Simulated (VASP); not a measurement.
# BiB (P6_3mc) in VASP: single point with r2SCAN

Aim: the single point of BiB with r2SCAN.

Everything below comes from runs of VASP 6.6.1. Logs are shortened: lines on timing, memory, paths and dates and some standing lists are left out, and cuts for length are marked.

## (1) The cell of the first run

The structure is hexagonal, space group P6_3mc (No. 186). The conventional cell has a = 3.866 Å, b = 3.866 Å, c = 6.375 Å, α = 90.00°, β = 90.00°, γ = 120.00°. B (site symmetry 3m) has 4 Bi at 2.37 to 2.39 Å within 3.1 Å. Bi (site symmetry 3m) has 4 B at 2.37 to 2.39 Å within 3.1 Å.

## (2) Single point, r2SCAN

POSCAR reads:

```
BiB
1.0
    3.8655765072      0.0000000000      0.0000000000
   -1.9327882536      3.3476874555      0.0000000000
    0.0000000000      0.0000000000      6.3754468407
B Bi
2 2
Direct
    0.3333333333      0.6666666667      0.0002433706
    0.6666666667      0.3333333333      0.5002433706
    0.3333333333      0.6666666667      0.3747566294
    0.6666666667      0.3333333333      0.8747566294
```

INCAR.step1 reads:

```
SYSTEM = BiB
ALGO = Normal ; EDIFF = 1E-4
ENCUT = 520 ; GGA = PE
ISMEAR = -1 ; LASPH = .True.
LCHARG = .False. ; LREAL = .False.
LWAVE = .True. ; NBANDS = 26
NELM = 100 ; PREC = Accurate
SIGMA = 0.02
```

INCAR.step2 reads:

```
SYSTEM = BiB
ALGO = Normal ; EDIFF = 1E-6
ENCUT = 520 ; ISIF = 2
ISMEAR = -1 ; ISTART = 1
LASPH = .True. ; LCHARG = .False.
LMIXTAU = .True. ; LREAL = .False.
LWAVE = .False. ; METAGGA = R2SCAN
NBANDS = 26 ; NELM = 100
PREC = Accurate ; SIGMA = 0.02
```

KPOINTS reads:

```
k-points
0
Gamma
  12 12 4
  0 0 0
```

Potentials or basis: VASP PAW PBE potentials, release 64 (B, Bi_d).

Command:

```bash
$ cat potpaw_PBE.64/B/POTCAR potpaw_PBE.64/Bi_d/POTCAR > POTCAR
$ cp INCAR.step1 INCAR
$ mpirun -np 1 vasp_std > vasp.out
$ cp INCAR.step2 INCAR
$ mpirun -np 1 vasp_std > vasp.out
```

OUTCAR:

```text
SYSTEM = BiB
   EDIFF = 1E-6
   ENCUT = 520
   ISIF = 2
   ISMEAR = -1
   ISTART = 1
   LASPH = .True.
   LREAL = .False.
   METAGGA = R2SCAN
   NELM = 100
   PREC = Accurate

 ion  position               nearest neighbor table
   1  0.333  0.667  0.000-   4 2.37   4 2.37   4 2.37   3 2.39
   2  0.667  0.333  0.500-   3 2.37   3 2.37   3 2.37   4 2.39
   3  0.333  0.667  0.375-   2 2.37   2 2.37   2 2.37   1 2.39   4 3.89   4 3.89   4 3.89   4 3.89
                             4 3.89   4 3.89
   4  0.667  0.333  0.875-   1 2.37   1 2.37   1 2.37   2 2.39   3 3.89   3 3.89   3 3.89   3 3.89
                             3 3.89   3 3.89

  LATTYP: Found a hexagonal cell.
 ALAT       =     3.8655765072
 C/A-ratio  =     1.6492874553

  Lattice vectors:

 A1 = (   3.8655765072,   0.0000000000,   0.0000000000)
 A2 = (  -1.9327882536,   3.3476874555,   0.0000000000)
 A3 = (   0.0000000000,   0.0000000000,   6.3754468407)

Analysis of symmetry for initial positions (statically):
=====================================================================
 Subroutine PRICEL returns:
 Original cell was already a primitive cell.

 Routine SETGRP: Setting up the symmetry group for a
 hexagonal supercell.

 Subroutine GETGRP returns: Found 12 space group operations
 (whereof  6 operations were pure point group operations)
 out of a pool of 24 trial point group operations.

The static configuration has the point symmetry C_3v.
 The point group associated with its full space group is C_6v.

Analysis of symmetry for dynamics (positions and initial velocities):
=====================================================================
 Subroutine PRICEL returns:
 Original cell was already a primitive cell.

 Routine SETGRP: Setting up the symmetry group for a
 hexagonal supercell.

 Subroutine GETGRP returns: Found 12 space group operations
 (whereof  6 operations were pure point group operations)
 out of a pool of 24 trial point group operations.

The dynamic configuration has the point symmetry C_3v.
 The point group associated with its full space group is C_6v.

 Subroutine INISYM returns: Found 12 space group operations
 (whereof  6 operations are pure point group operations),
 and found     1 'primitive' translations

----------------------------------------------------------------------------------------

                                     Primitive cell

  volume of cell :      82.5030

  direct lattice vectors                    reciprocal lattice vectors
     3.865576507  0.000000000  0.000000000     0.258693625  0.149356834  0.000000000
    -1.932788254  3.347687456  0.000000000     0.000000000  0.298713668  0.000000000
     0.000000000  0.000000000  6.375446841     0.000000000  0.000000000  0.156851751

  length of vectors
     3.865576507  3.865576507  6.375446841     0.298713668  0.298713668  0.156851751

  position of ions in fractional coordinates (direct lattice)
     0.333333333  0.666666667  0.000243371
     0.666666667  0.333333333  0.500243371
     0.333333333  0.666666667  0.374756629
     0.666666667  0.333333333  0.874756629

  ion indices of the primitive-cell ions
   primitive index   ion index
                 1           1
                 2           2
                 3           3
                 4           4

----------------------------------------------------------------------------------------

 KPOINTS: k-points

Automatic generation of k-mesh.
 Grid dimensions read from file:
 generate k-points for:   12   12    4

 Generating k-lattice:

  Cartesian coordinates                     Fractional coordinates (reciprocal lattice)
     0.021557802  0.012446403  0.000000000     0.083333333 -0.000000000  0.000000000
     0.000000000  0.024892806  0.000000000     0.000000000  0.083333333  0.000000000
     0.000000000  0.000000000  0.039212938     0.000000000  0.000000000  0.250000000

  Length of vectors
     0.024892806  0.024892806  0.039212938

  Shift w.r.t. Gamma in fractional coordinates (k-lattice)
     0.000000000  0.000000000  0.000000000

 Subroutine IBZKPT returns following result:
 ===========================================

 Found     57 irreducible k-points:

 Following reciprocal coordinates:
            Coordinates               Weight
  0.000000  0.000000  0.000000      1.000000
  0.083333 -0.000000  0.000000      6.000000
  0.166667 -0.000000  0.000000      6.000000
  0.250000 -0.000000  0.000000      6.000000
  0.333333  0.000000  0.000000      6.000000
  0.416667  0.000000  0.000000      6.000000
[... 16 lines left out ...]
  0.250000 -0.000000  0.250000     12.000000
  0.333333  0.000000  0.250000     12.000000
 [... further k-points ...]
   k-points           NKPTS =     57   k-points in BZ     NKDIM =     57   number of bands    NBANDS=     26
   number of dos      NEDOS =    301   number of ions     NIONS =      4
   total plane-waves  NPLWV =  43200
   dimension x,y,z NGX =    30 NGY =   30 NGZ =   48
   dimension x,y,z NGXF=    60 NGYF=   60 NGZF=   96
   ions per type =               2   2
   NGX,Y,Z   is equivalent  to a cutoff of  12.90, 12.90, 12.52 a.u.
   NGXF,Y,Z  is equivalent  to a cutoff of  25.80, 25.80, 25.03 a.u.
 SYSTEM =  BiB
   PREC   = accura    normal or accurate (medium, high low for compatibility)
   ISTART =      1    job   : 0-new  1-cont  2-samecut
   ICHARG =      0    charge: 1-file 2-atom 10-const
   ISPIN  =      1    spin polarized calculation?
   LNONCOLLINEAR =      F non collinear calculations
   LSORBIT =      F    spin-orbit coupling
   LASPH  =      T    aspherical Exc in radial PAW
   ENCUT  =  520.0 eV  38.22 Ry    6.18 a.u.   7.19  7.19 11.85*2*pi/ulx,y,z
   NELM   =    100;   NELMIN=  2; NELMDL=  0     # of ELM steps
   EDIFF  = 0.1E-05   stopping-criterion for ELM
   LREAL  =      F    real-space projection
   EDIFFG = 0.1E-04   stopping-criterion for IOM
   NSW    =      0    number of steps for IOM
   IBRION =     -1    ionic relax: 0-MD 1-quasi-New 2-CG
   NFREE  =      0    steps in history (QN), initial steepest desc. (CG)
   ISIF   =      2    stress and relaxation
   ISYM   =      2    0-nonsym 1-usesym 2-fastsym
   POTIM  = 0.5000    time-step for ionic-motion
   TEBEG  =    0.0;   TEEND  =   0.0 temperature during run
   PSTRESS=    0.0 pullay stress
   NELECT =      36.0000    total number of electrons
   NUPDOWN=      -1.0000    fix difference up-down
   EMIN   =  10.00;   EMAX   =-10.00  energy-range for DOS
   EFERMI =   0.00;   METHOD = LEGACY
   ISMEAR =    -1;   SIGMA  =   0.02  broadening in eV -4-tet -1-fermi 0-gaus
   EFERMI_NEDOS =   21; number of points for ismear=-14 and -15
   IALGO  =     38    algorithm
   IMIX   =      4    mixing-type and parameters
     AMIX     =   0.40;   BMIX     =  1.00
     AMIX_MAG =   1.60;   BMIX_MAG =  1.00
  volume/ion in A,a.u.               =      20.63       139.19
  Fermi-wavevector in a.u.,A,eV,Ry     =   1.241707  2.346486 20.977950  1.541836
  Thomas-Fermi vector in A             =   2.376093
   LORBIT       =      0    0 simple, 1 ext, 2 COOP (PROOUT), +10 PAW based schemes
   METAGGA = R2SCAN    functional components
   LHFCALC =     F    Hartree Fock is set to
   AEXX    =    0.0000 exact exchange contribution
   IVDW    =     0    specifies the selected vdW correction
   LEPSILON=     F    determine dielectric tensor
   LRPA    =     F    only Hartree local field effects (RPA)
 non-spin polarized calculation
  energy-cutoff  :      520.00
  volume of cell :       82.50
 maximum number of plane-waves:      2238
 NGX is ok and might be reduce to    30
   NGX = 15   NGY = 15   NGZ = 23

 number of electron      36.0000013 magnetization

 Free energy of the ion-electron system (eV)
  ---------------------------------------------------
  ext. energy  EPLUGINS =         0.00000000
  ---------------------------------------------------
  free energy    TOTEN  =      -128.58751454 eV

  energy without entropy =     -128.58750616  energy(sigma->0) =     -128.58751035

 E-fermi :   7.3351     XC(G=0): -10.7630

 val. band max:        7.2295187316   @ k =   0.0000   0.0000   0.0000
 cond. band min:       7.4266704941   @ k =   0.0000   0.0000   0.0000
 fundamental gap:      0.1971517625
 Fermi energy:         7.3350776295

 k-point     1 :       0.0000    0.0000    0.0000
  band No.  band energies     occupation
      1     -16.7546      2.00000
      2     -16.7498      2.00000
      3     -16.7439      2.00000
      4     -16.7439      2.00000
      5     -16.7284      2.00000
      6     -16.7284      2.00000
[... 18 lines left out ...]
     25      12.3128      0.00000
     26      13.5678      0.00000

 k-point     2 :       0.0833   -0.0000    0.0000
  band No.  band energies     occupation
      1     -16.7535      2.00000
      2     -16.7509      2.00000
      3     -16.7435      2.00000
      4     -16.7403      2.00000
      5     -16.7244      2.00000
      6     -16.7239      2.00000
[... 18 lines left out ...]
     25      12.6070      0.00000
     26      14.1815      0.00000

 k-point     3 :       0.1667   -0.0000    0.0000
  band No.  band energies     occupation
      1     -16.7607      2.00000
      2     -16.7460      2.00000
      3     -16.7409      2.00000
      4     -16.7319      2.00000
      5     -16.7137      2.00000
      6     -16.7119      2.00000
[... 18 lines left out ...]
     25      13.3555      0.00000
     26      13.8963      0.00000

 k-point     4 :       0.2500   -0.0000    0.0000
  band No.  band energies     occupation
      1     -16.7702      2.00000
      2     -16.7468      2.00000
      3     -16.7318      2.00000
      4     -16.7238      2.00000
      5     -16.6991      2.00000
      6     -16.6962      2.00000
[... 18 lines left out ...]
     25      13.9209      0.00000
     26      14.2517      0.00000

 k-point     5 :       0.3333    0.0000    0.0000
  band No.  band energies     occupation
      1     -16.7789      2.00000
      2     -16.7503      2.00000
      3     -16.7230      2.00000
      4     -16.7198      2.00000
      5     -16.6869      2.00000
      6     -16.6816      2.00000
[... 18 lines left out ...]
     25      14.2186      0.00000
     26      14.9418      0.00000

 k-point     6 :       0.4167    0.0000    0.0000
  band No.  band energies     occupation
      1     -16.7849      2.00000
      2     -16.7536      2.00000
      3     -16.7189      2.00000
      4     -16.7183      2.00000
      5     -16.6806      2.00000
      6     -16.6719      2.00000
[... 427 lines left out ...]
 k-point    21 :       0.0833   -0.0000    0.2500
  band No.  band energies     occupation
      1     -16.7535      2.00000
      2     -16.7520      2.00000
      3     -16.7412      2.00000
      4     -16.7389      2.00000
      5     -16.7276      2.00000
      6     -16.7271      2.00000
[... 18 lines left out ...]
     25      12.1955      0.00000
     26      13.9555      0.00000

 k-point    22 :       0.1667   -0.0000    0.2500
  band No.  band energies     occupation
      1     -16.7600      2.00000
      2     -16.7520      2.00000
      3     -16.7350      2.00000
      4     -16.7294      2.00000
      5     -16.7176      2.00000
      6     -16.7152      2.00000
[... 18 lines left out ...]
     25      12.9264      0.00000
     26      13.8561      0.00000

 k-point    23 :       0.2500   -0.0000    0.2500
  band No.  band energies     occupation
      1     -16.7683      2.00000
      2     -16.7543      2.00000
      3     -16.7261      2.00000
      4     -16.7193      2.00000
      5     -16.7053      2.00000
      6     -16.6997      2.00000
[... 18 lines left out ...]
     25      13.8279      0.00000
     26      13.8451      0.00000

 k-point    24 :       0.3333    0.0000    0.2500
  band No.  band energies     occupation
      1     -16.7761      2.00000
      2     -16.7581      2.00000
      3     -16.7193      2.00000
      4     -16.7131      2.00000
      5     -16.6956      2.00000
      6     -16.6857      2.00000
[... 18 lines left out ...]
     25      14.2088      0.00000
     26      14.7192      0.00000

 [... further k-points ...]

------------------------ aborting loop because EDIFF is reached ----------------------------------------

  FORCE on cell =-STRESS in cart. coord.  units (eV):
  Direction    XX          YY          ZZ          XY          YZ          ZX
  --------------------------------------------------------------------------------------
  -------------------------------------------------------------------------------------
  Total       -0.0205380     -0.0205380     -0.0167133      0.0000000     -0.0000000      0.0000000
  in kB       -0.3988404     -0.3988404     -0.3245660      0.0000000     -0.0000000      0.0000000
  external PRESSURE =      -0.3740823 kB  Pullay stress =       0.0000000 kB

 VOLUME and BASIS-vectors are now :
 -----------------------------------------------------------------------------
  energy-cutoff  :      520.00
  volume of cell :       82.50
      direct lattice vectors                 reciprocal lattice vectors
     3.865576507  0.000000000  0.000000000     0.258693625  0.149356834  0.000000000
    -1.932788254  3.347687456  0.000000000     0.000000000  0.298713668  0.000000000
     0.000000000  0.000000000  6.375446841     0.000000000  0.000000000  0.156851751

 POSITION                                       TOTAL-FORCE (eV/Angst)
 -----------------------------------------------------------------------------------
     -0.00000      2.23179      0.00155         0.000000      0.000000     -0.000947
      1.93279      1.11590      3.18928         0.000000      0.000000     -0.000947
     -0.00000      2.23179      2.38924        -0.000000      0.000000      0.000947
      1.93279      1.11590      5.57696        -0.000000      0.000000      0.000947
 -----------------------------------------------------------------------------------
    total drift:                               -0.000000      0.000000      0.000259

  FREE ENERGIE OF THE ION-ELECTRON SYSTEM (eV)
  ---------------------------------------------------
  free  energy   TOTEN  =      -128.5875145351 eV

  energy  without entropy=     -128.5875061614  energy(sigma->0) =     -128.58751035
```

Wall time 4.4 min (1 thread of Intel Xeon Platinum 8488C (Sapphire Rapids), shared host); peak memory 0.27 GiB.

What came out:

```
Free energy            : -128.5875 eV
Pressure               : 0.0 GPa
Band gap on the k mesh : 0.20 eV
```

Levels at points of the mesh, in eV from the valence-band top:
| k point | band 16 | band 17 | band 18 | band 19 | band 20 | band 21 |
| --- | --- | --- | --- | --- | --- | --- |
| (0.00, 0.00, 0.00) | -0.24 | 0.00 | 0.00 | 0.20 | 0.45 | 2.65 |
| (0.50, 0.00, 0.00) | -3.76 | -3.30 | -1.84 | 0.73 | 1.83 | 3.41 |
| (0.00, 0.00, 0.50) | -1.10 | -1.10 | -1.10 | 0.90 | 0.90 | 3.85 |
| (0.50, 0.00, 0.50) | -3.04 | -2.96 | -2.96 | 0.73 | 0.73 | 2.54 |

Caveat: the PAW data sets were made with another functional, which shifts forces and pressure a little; spin-orbit coupling is left out, which moves the levels of the heavy elements. A k mesh can miss the band edges.
